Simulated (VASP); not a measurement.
# KCl in VASP: further runs

The runs below take KCl through single point, with r2SCAN.

Program: VASP 6.6.1. These are calculated values, not measurements. Logs are shortened: lines on timing, memory, paths and dates and some standing lists are left out, and cuts for length are marked.

### 1 The cell of the first run

Symmetry: I4/mmm, No. 139, tetragonal system. Conventional cell: a = 4.270 Å, b = 4.270 Å, c = 6.357 Å, α = 90.00°, β = 90.00°, γ = 90.00°. Within 4.0 Å of K (site symmetry 4/mmm) lie 6 Cl at 3.02 to 3.18 Å. Within 4.0 Å of Cl (site symmetry 4/mmm) lie 6 K at 3.02 to 3.18 Å.

### 2 Single point, r2SCAN (epitaxial xy strain -4.0%)

POSCAR

```
KCl
1.0
    0.0000000000      3.0190543798      3.1785270824
    3.0190543798      0.0000000000      3.1785270824
    3.0190543798      3.0190543798      0.0000000000
K Cl
1 1
Direct
    0.0000000000      0.0000000000      0.0000000000
    0.5000000000      0.5000000000      0.5000000000
```

INCAR.step1

```
PREC     = Accurate       # precision mode
ENCUT    = 520            # plane-wave cutoff, eV
ISMEAR   = 0              # smearing method
SIGMA    = 0.01           # smearing width, eV
LREAL    = False          # projectors in reciprocal space
LASPH    = True           # aspherical terms in the spheres
NELM     = 60             # most SCF steps
NBANDS   = 15             # bands
GGA      = PE             # functional
ALGO     = Normal         # electronic algorithm
EDIFF    = 1E-4           # SCF threshold, eV
LWAVE    = True           # write WAVECAR
LCHARG   = False          # write CHGCAR
```

INCAR.step2

```
PREC     = Accurate       # precision mode
ENCUT    = 520            # plane-wave cutoff, eV
EDIFF    = 1E-6           # SCF threshold, eV
ISMEAR   = 0              # smearing method
SIGMA    = 0.01           # smearing width, eV
LREAL    = False          # projectors in reciprocal space
LASPH    = True           # aspherical terms in the spheres
NELM     = 60             # most SCF steps
ALGO     = Normal         # electronic algorithm
ISIF     = 2              # what is computed and relaxed
LWAVE    = False          # write WAVECAR
LCHARG   = True           # write CHGCAR
METAGGA  = R2SCAN         # meta-GGA
LMIXTAU  = True         
LELF     = True           # ELF
LVHAR    = True         
NBANDS   = 15             # bands
ISTART   = 1
```

KPOINTS

```
regular mesh
0
Gamma
  8 8 8
```

Potentials or basis: VASP PAW PBE potentials, release 64 (K_sv, Cl).

Launch:

```
$ cat potpaw_PBE.64/K_sv/POTCAR potpaw_PBE.64/Cl/POTCAR > POTCAR
$ cp INCAR.step1 INCAR
$ mpirun -np 1 vasp_std > vasp.out
$ cp INCAR.step2 INCAR
$ mpirun -np 1 vasp_std > vasp.out
```

OUTCAR:

```text
PREC = Accurate
   ENCUT = 520
   EDIFF = 1E-6
   ISMEAR = 0
   LREAL = False
   LASPH = True
   NELM = 60
   ISIF = 2
   METAGGA = R2SCAN
   ISTART = 1

 ion  position               nearest neighbor table
   1  0.000  0.000  0.000-   2 3.02   2 3.02   2 3.02   2 3.02   2 3.18   2 3.18
   2  0.500  0.500  0.500-   1 3.02   1 3.02   1 3.02   1 3.02   1 3.18   1 3.18

  LATTYP: Found a body centered tetragonal cell.
 ALAT       =     4.2695876495
 C/A-ratio  =     1.4889152505

  Lattice vectors:

 A1 = (  -3.0190543798,   0.0000000000,   3.1785270824)
 A2 = (   3.0190543798,   0.0000000000,   3.1785270824)
 A3 = (   0.0000000000,   3.0190543798,  -3.1785270824)

Analysis of symmetry for initial positions (statically):
=====================================================================
 Subroutine PRICEL returns:
 Original cell was already a primitive cell.

 Routine SETGRP: Setting up the symmetry group for a
 body centered tetragonal supercell.

 Subroutine GETGRP returns: Found 16 space group operations
 (whereof 16 operations were pure point group operations)
 out of a pool of 16 trial point group operations.

The static configuration has the point symmetry D_4h.

Analysis of symmetry for dynamics (positions and initial velocities):
=====================================================================
 Subroutine PRICEL returns:
 Original cell was already a primitive cell.

 Routine SETGRP: Setting up the symmetry group for a
 body centered tetragonal supercell.

 Subroutine GETGRP returns: Found 16 space group operations
 (whereof 16 operations were pure point group operations)
 out of a pool of 16 trial point group operations.

The dynamic configuration has the point symmetry D_4h.

 Subroutine INISYM returns: Found 16 space group operations
 (whereof 16 operations are pure point group operations),
 and found     1 'primitive' translations

----------------------------------------------------------------------------------------

                                     Primitive cell

  volume of cell :      57.9426

  direct lattice vectors                    reciprocal lattice vectors
     0.000000000  3.019054380  3.178527082    -0.165614771  0.165614771  0.157305565
     3.019054380  0.000000000  3.178527082     0.165614771 -0.165614771  0.157305565
     3.019054380  3.019054380  0.000000000     0.165614771  0.165614771 -0.157305565

  length of vectors
     4.383802432  4.383802432  4.269587649     0.282137459  0.282137459  0.282137459

  position of ions in fractional coordinates (direct lattice)
     0.000000000  0.000000000  0.000000000
     0.500000000  0.500000000  0.500000000

  ion indices of the primitive-cell ions
   primitive index   ion index
                 1           1
                 2           2

----------------------------------------------------------------------------------------

 KPOINTS: regular mesh

Automatic generation of k-mesh.
 Grid dimensions read from file:
 generate k-points for:    8    8    8

 Generating k-lattice:

  Cartesian coordinates                     Fractional coordinates (reciprocal lattice)
    -0.020701846  0.020701846  0.019663196     0.125000000  0.000000000  0.000000000
     0.020701846 -0.020701846  0.019663196     0.000000000  0.125000000  0.000000000
     0.020701846  0.020701846 -0.019663196     0.000000000  0.000000000  0.125000000

  Length of vectors
     0.035267182  0.035267182  0.035267182

  Shift w.r.t. Gamma in fractional coordinates (k-lattice)
     0.000000000  0.000000000  0.000000000

 Subroutine IBZKPT returns following result:
 ===========================================

 Found     59 irreducible k-points:

 Following reciprocal coordinates:
            Coordinates               Weight
  0.000000  0.000000  0.000000      1.000000
  0.125000 -0.000000  0.000000      8.000000
  0.250000 -0.000000  0.000000      8.000000
  0.375000 -0.000000  0.000000      8.000000
  0.500000 -0.000000  0.000000      4.000000
  0.125000  0.125000  0.000000      2.000000
[... 16 lines left out ...]
  0.250000 -0.000000  0.125000     16.000000
  0.375000  0.000000  0.125000     16.000000
 [... further k-points ...]
   k-points           NKPTS =     59   k-points in BZ     NKDIM =     59   number of bands    NBANDS=     15
   number of dos      NEDOS =    301   number of ions     NIONS =      2
   total plane-waves  NPLWV =  41472
   dimension x,y,z NGX =    36 NGY =   36 NGZ =   32
   dimension x,y,z NGXF=    72 NGYF=   72 NGZF=   64
   ions per type =               1   1
   NGX,Y,Z   is equivalent  to a cutoff of  13.65, 13.65, 12.46 a.u.
   NGXF,Y,Z  is equivalent  to a cutoff of  27.30, 27.30, 24.92 a.u.
 SYSTEM =  unknown system
   PREC   = accura    normal or accurate (medium, high low for compatibility)
   ISTART =      1    job   : 0-new  1-cont  2-samecut
   ICHARG =      0    charge: 1-file 2-atom 10-const
   ISPIN  =      1    spin polarized calculation?
   LNONCOLLINEAR =      F non collinear calculations
   LSORBIT =      F    spin-orbit coupling
   LASPH  =      T    aspherical Exc in radial PAW
   ENCUT  =  520.0 eV  38.22 Ry    6.18 a.u.   8.15  8.15  7.94*2*pi/ulx,y,z
   NELM   =     60;   NELMIN=  2; NELMDL=  0     # of ELM steps
   EDIFF  = 0.1E-05   stopping-criterion for ELM
   LREAL  =      F    real-space projection
   EDIFFG = 0.1E-04   stopping-criterion for IOM
   NSW    =      0    number of steps for IOM
   IBRION =     -1    ionic relax: 0-MD 1-quasi-New 2-CG
   NFREE  =      0    steps in history (QN), initial steepest desc. (CG)
   ISIF   =      2    stress and relaxation
   ISYM   =      2    0-nonsym 1-usesym 2-fastsym
   POTIM  = 0.5000    time-step for ionic-motion
   TEBEG  =    0.0;   TEEND  =   0.0 temperature during run
   PSTRESS=    0.0 pullay stress
   NELECT =      16.0000    total number of electrons
   NUPDOWN=      -1.0000    fix difference up-down
   EMIN   =  10.00;   EMAX   =-10.00  energy-range for DOS
   EFERMI =   0.00;   METHOD = LEGACY
   ISMEAR =     0;   SIGMA  =   0.01  broadening in eV -4-tet -1-fermi 0-gaus
   EFERMI_NEDOS =   21; number of points for ismear=-14 and -15
   IALGO  =     38    algorithm
   IMIX   =      4    mixing-type and parameters
     AMIX     =   0.40;   BMIX     =  1.00
     AMIX_MAG =   1.60;   BMIX_MAG =  1.00
  volume/ion in A,a.u.               =      28.97       195.51
  Fermi-wavevector in a.u.,A,eV,Ry     =   1.066061  2.014564 15.462844  1.136487
  Thomas-Fermi vector in A             =   2.201633
   LORBIT       =      0    0 simple, 1 ext, 2 COOP (PROOUT), +10 PAW based schemes
   METAGGA = R2SCAN    functional components
   LHFCALC =     F    Hartree Fock is set to
   AEXX    =    0.0000 exact exchange contribution
   IVDW    =     0    specifies the selected vdW correction
   LEPSILON=     F    determine dielectric tensor
   LRPA    =     F    only Hartree local field effects (RPA)
 non-spin polarized calculation
 Gauss-broadening in eV      SIGMA  =   0.01
  energy-cutoff  :      520.00
  volume of cell :       57.94
 maximum number of plane-waves:      1588
 NGX is ok and might be reduce to    36
   NGX = 17   NGY = 17   NGZ = 15

 number of electron      15.9999999 magnetization

 Free energy of the ion-electron system (eV)
  ---------------------------------------------------
  ext. energy  EPLUGINS =         0.00000000
  ---------------------------------------------------
  free energy    TOTEN  =       -16.46636349 eV

  energy without entropy =      -16.46636349  energy(sigma->0) =      -16.46636349

 E-fermi :  -1.8959     XC(G=0):  -8.2789

 val. band max:       -1.9388543879   @ k =   0.0000   0.0000   0.0000
 cond. band min:       4.1219215493   @ k =   0.0000   0.0000   0.0000
 fundamental gap:      6.0607759372
 Fermi energy:        -1.8959022112

 k-point     1 :       0.0000    0.0000    0.0000
  band No.  band energies     occupation
      1     -30.0514      2.00000
      2     -14.7219      2.00000
      3     -12.7484      2.00000
      4     -12.7458      2.00000
      5     -12.7458      2.00000
      6      -1.9955      2.00000
      7      -1.9389      2.00000
      8      -1.9389      2.00000
      9       4.1219      0.00000
     10       6.8669      0.00000
     11       7.2196      0.00000
     12       7.2196      0.00000
     13       8.0775      0.00000
     14       8.3123      0.00000
     15      11.6992      0.00000

 k-point     2 :       0.1250   -0.0000    0.0000
  band No.  band energies     occupation
      1     -30.0491      2.00000
      2     -14.7555      2.00000
      3     -12.7512      2.00000
      4     -12.7456      2.00000
      5     -12.7011      2.00000
      6      -2.1692      2.00000
      7      -2.0341      2.00000
      8      -2.0021      2.00000
      9       4.5190      0.00000
     10       6.9084      0.00000
     11       7.2621      0.00000
     12       7.4316      0.00000
     13       8.3214      0.00000
     14       8.5702      0.00000
     15      12.3780      0.00000

 k-point     3 :       0.2500   -0.0000    0.0000
  band No.  band energies     occupation
      1     -30.0437      2.00000
      2     -14.8315      2.00000
      3     -12.7589      2.00000
      4     -12.7450      2.00000
      5     -12.5967      2.00000
      6      -2.6113      2.00000
      7      -2.1727      2.00000
      8      -2.1489      2.00000
      9       5.4254      0.00000
     10       6.8803      0.00000
     11       7.8534      0.00000
     12       8.0381      0.00000
     13       8.9918      0.00000
     14       9.2807      0.00000
     15      12.8588      0.00000
[... 343 lines left out ...]
 k-point    23 :       0.2500   -0.0000    0.1250
  band No.  band energies     occupation
      1     -30.0437      2.00000
      2     -14.8126      2.00000
      3     -12.7682      2.00000
      4     -12.7625      2.00000
      5     -12.6042      2.00000
      6      -2.5771      2.00000
      7      -2.1421      2.00000
      8      -2.0999      2.00000
      9       5.2984      0.00000
     10       6.4079      0.00000
     11       7.9883      0.00000
     12       8.2690      0.00000
     13       8.6606      0.00000
     14       9.5012      0.00000
     15      13.0726      0.00000

 k-point    24 :       0.3750    0.0000    0.1250
  band No.  band energies     occupation
      1     -30.0383      2.00000
      2     -14.8619      2.00000
      3     -12.7756      2.00000
      4     -12.7618      2.00000
      5     -12.5447      2.00000
      6      -2.8771      2.00000
      7      -2.2938      2.00000
      8      -2.2371      2.00000
      9       6.0684      0.00000
     10       6.6981      0.00000
     11       8.7885      0.00000
     12       9.1150      0.00000
     13       9.3823      0.00000
     14      10.1009      0.00000
     15      11.9847      0.00000

 [... further k-points ...]

------------------------ aborting loop because EDIFF is reached ----------------------------------------

  FORCE on cell =-STRESS in cart. coord.  units (eV):
  Direction    XX          YY          ZZ          XY          YZ          ZX
  --------------------------------------------------------------------------------------
  -------------------------------------------------------------------------------------
  Total        1.0021367      1.0021367     -0.0050874      0.0000000      0.0000000     -0.0000000
  in kB       27.7102076     27.7102076     -0.1406715      0.0000000      0.0000000     -0.0000000
  external PRESSURE =      18.4265812 kB  Pullay stress =       0.0000000 kB

 VOLUME and BASIS-vectors are now :
 -----------------------------------------------------------------------------
  energy-cutoff  :      520.00
  volume of cell :       57.94
      direct lattice vectors                 reciprocal lattice vectors
     0.000000000  3.019054380  3.178527082    -0.165614771  0.165614771  0.157305565
     3.019054380  0.000000000  3.178527082     0.165614771 -0.165614771  0.157305565
     3.019054380  3.019054380  0.000000000     0.165614771  0.165614771 -0.157305565

 POSITION                                       TOTAL-FORCE (eV/Angst)
 -----------------------------------------------------------------------------------
      0.00000      0.00000      0.00000        -0.000000     -0.000000      0.000000
      3.01905      3.01905      3.17853         0.000000      0.000000     -0.000000
 -----------------------------------------------------------------------------------
    total drift:                                0.000000      0.000000      0.000000

  FREE ENERGIE OF THE ION-ELECTRON SYSTEM (eV)
  ---------------------------------------------------
  free  energy   TOTEN  =       -16.4663634901 eV

  energy  without entropy=      -16.4663634901  energy(sigma->0) =      -16.46636349
```

Run time: 2.6 min. Hardware: 1 thread of AMD EPYC 9R45 (Zen 5), shared host; peak memory 0.2 GiB.

What came out:

```
Free energy            : -16.4664 eV
Pressure               : 1.8 GPa
Band gap on the k mesh : 6.06 eV
```

Stress tensor (GPa, compression positive):
```
 2.77  0.00  0.00
 0.00  2.77  0.00
 0.00  0.00 -0.01
```

Caveat: the cell differs from its parent crystal (epitaxial xy strain -4.0%); the PAW data sets were made with another functional, which shifts forces and pressure a little.

### 3 Single point, r2SCAN (epitaxial xy strain +2.0%)

POSCAR

```
KCl
1.0
    0.0000000000      3.2077452785      3.1309017200
    3.2077452785      0.0000000000      3.1309017200
    3.2077452785      3.2077452785      0.0000000000
K Cl
1 1
Direct
    0.0000000000      0.0000000000      0.0000000000
    0.5000000000      0.5000000000      0.5000000000
```

INCAR.step1

```
PREC = Accurate ; ENCUT = 520
ISMEAR = 0 ; SIGMA = 0.01
LREAL = F ; LASPH = T
NELM = 60 ; NBANDS = 15
GGA = PE ; ALGO = Normal
EDIFF = 1E-4 ; LWAVE = T
LCHARG = F
```

INCAR.step2

```
PREC = Accurate ; ENCUT = 520
EDIFF = 1E-7 ; ISMEAR = 0
SIGMA = 0.01 ; LREAL = F
LASPH = T ; NELM = 60
ALGO = Normal ; ISIF = 2
LWAVE = F ; LCHARG = F
METAGGA = R2SCAN ; LMIXTAU = T
NBANDS = 15 ; ISTART = 1
```

KPOINTS is that of step 2.

Potentials or basis: VASP PAW PBE potentials, release 64 (K_sv, Cl).

Launch:

```
$ cat potpaw_PBE.64/K_sv/POTCAR potpaw_PBE.64/Cl/POTCAR > POTCAR
$ cp INCAR.step1 INCAR
$ mpirun -np 1 vasp_std > vasp.out
$ cp INCAR.step2 INCAR
$ mpirun -np 1 vasp_std > vasp.out
```

Wall time 4 min (1 thread of AMD EPYC 9R45 (Zen 5), shared host); peak memory 0.21 GiB.

It converged, with:

| Item | Value |
| --- | --- |
| Free energy | -16.5001 eV |
| Pressure | -0.6 GPa |
| Band gap on the k mesh | 5.70 eV |

Stress tensor (GPa, compression positive):
```
-0.88  0.00  0.00
 0.00 -0.88  0.00
 0.00  0.00 -0.01
```

Levels at points of the mesh, in eV from the valence-band top:
| k point | band 5 | band 6 | band 7 | band 8 | band 9 | band 10 | band 11 | band 12 |
| --- | --- | --- | --- | --- | --- | --- | --- | --- |
| (0.00, 0.00, 0.00) | -11.05 | -0.02 | -0.02 | 0.00 | 5.70 | 8.96 | 8.96 | 9.11 |
| (0.50, 0.00, 0.00) | -10.84 | -1.00 | -0.31 | -0.31 | 8.02 | 9.10 | 11.19 | 11.22 |
| (0.50, 0.50, 0.00) | -11.11 | -0.63 | -0.25 | -0.25 | 7.02 | 9.07 | 10.57 | 11.08 |
| (0.50, 0.00, 0.50) | -11.10 | -0.67 | -0.22 | -0.22 | 7.07 | 9.04 | 10.43 | 11.02 |

Caveat: the cell differs from its parent crystal (epitaxial xy strain +2.0%); the PAW data sets were made with another functional, which shifts forces and pressure a little.

### 4 Single point, r2SCAN (uniaxial z strain +5.0%)

POSCAR

```
KCl
1.0
    0.0000000000      3.1448483123      3.3020907279
    3.1448483123      0.0000000000      3.3020907279
    3.1448483123      3.1448483123      0.0000000000
K Cl
1 1
Direct
    0.0000000000      0.0000000000      0.0000000000
    0.5000000000      0.5000000000      0.5000000000
```

INCAR.step1

```
  PREC = Accurate
  ENCUT = 520
  ISMEAR = 0
  SIGMA = 0.01
  LREAL = False
  LASPH = True
  NELM = 80
  NBANDS = 15
  GGA = PE
  ALGO = Normal
  EDIFF = 1E-4
  LWAVE = True
  LCHARG = False
```

INCAR.step2

```
  PREC = Accurate
  ENCUT = 520
  EDIFF = 1E-7
  ISMEAR = 0
  SIGMA = 0.01
  LREAL = False
  LASPH = True
  NELM = 80
  ALGO = Normal
  ISIF = 2
  LWAVE = False
  LCHARG = False
  METAGGA = R2SCAN
  LMIXTAU = True
  NBANDS = 15
  ISTART = 1
```

KPOINTS is that of step 3.

Launch:

```
$ cat potpaw_PBE.64/K_sv/POTCAR potpaw_PBE.64/Cl/POTCAR > POTCAR
$ cp INCAR.step1 INCAR
$ mpirun -np 1 vasp_std > vasp.out
$ cp INCAR.step2 INCAR
$ mpirun -np 1 vasp_std > vasp.out
```

It took 4.3 min on 1 thread of AMD EPYC 9R45 (Zen 5), shared host; peak memory 0.21 GiB.

It converged, with:

```
Free energy            : -16.4897 eV
Pressure               : -0.7 GPa
Band gap on the k mesh : 5.65 eV
```

Stress tensor (GPa, compression positive):
```
-0.26  0.00  0.00
 0.00 -0.26  0.00
 0.00  0.00 -1.64
```

Levels at points of the mesh, in eV from the valence-band top:
```
           k point  band 5  band 6  band 7  band 8  band 9  band 10  band 11  band 12
(0.00, 0.00, 0.00)  -11.08   -0.02    0.00    0.00    5.65     8.81     9.11     9.11
(0.50, 0.00, 0.00)  -10.87   -0.98   -0.30   -0.30    7.98     9.03    11.13    11.20
(0.50, 0.50, 0.00)  -11.12   -0.68   -0.19   -0.19    7.12     8.97    10.20    10.95
(0.50, 0.00, 0.50)  -11.13   -0.62   -0.25   -0.23    7.04     9.00    10.49    11.07
```

Caveat: the cell differs from its parent crystal (uniaxial z strain +5.0%); the PAW data sets were made with another functional, which shifts forces and pressure a little. A k mesh can miss the band edges.

(Continued in part 2 of 2.)
